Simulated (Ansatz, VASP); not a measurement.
## Yb: VASP beside Ansatz

```
CELL_PARAMETERS angstrom
-0.21547 2.61179 2.32449
2.39632 0.00000 2.10902
2.61179 2.61179 -0.21547
ATOMIC_POSITIONS crystal
Yb 0.00000 0.00000 0.00000
```

Change from the starting cell: engineering shear strain xz -0.1650, normal strain along z -0.1100.

Alike in both runs: task single point; functional PBE; k mesh 14 × 14 × 14; occupations gaussian, width 0.15 eV; no spin polarisation.

|  | VASP | Ansatz |
| --- | --- | --- |
| version | VASP 6.6.1 | Ansatz 0.2.0 |
| potentials or method | VASP PAW PBE potentials, release 64 (Yb), cutoff 520 eV | scalar-relativistic, plane waves, PAW |
| valence electrons in the cell | 24 | 24 |

```csv
,VASP,Ansatz,Ansatz less VASP
gap on the k mesh at the Fermi level (eV),none,none,-
pressure (GPa),3.6,3.1,-0.53
"traceless stress, the component that is largest in VASP (GPa)",5.98,6.00,+0.013
```

A gap of «none» marks a metal or a gap that the smearing closes.

Spin-orbit coupling is off throughout.
